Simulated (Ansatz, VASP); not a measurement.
**TiAl: VASP beside Ansatz**

```
CELL_PARAMETERS angstrom
3.16375 0.00000 0.00000
0.00000 3.16375 0.00000
0.00000 0.00000 3.16375
ATOMIC_POSITIONS crystal
Ti 0.50000 0.50000 0.50000
Al 0.00000 0.00000 0.00000
```

Alike in both runs: task single point; functional PBEsol; k mesh 7 × 7 × 7; occupations fermi-dirac, width 0.15 eV; no spin polarisation.

|  | VASP | Ansatz |
| --- | --- | --- |
| version | VASP 6.6.1 | Ansatz 0.2.0 |
| potentials or method | VASP PAW PBE potentials, release 64 (Ti_sv, Al) | plane waves, PAW |
| plane-wave cutoff (eV) | 500 | 420 |
| valence electrons in the cell | 15 | 15 |

VASP gave:

- pressure (GPa): -0.4

Q: What did Ansatz give for the same quantities?

A: Pressure (GPa): -0.3.

VASP's potentials were made for PBE, not for PBEsol.
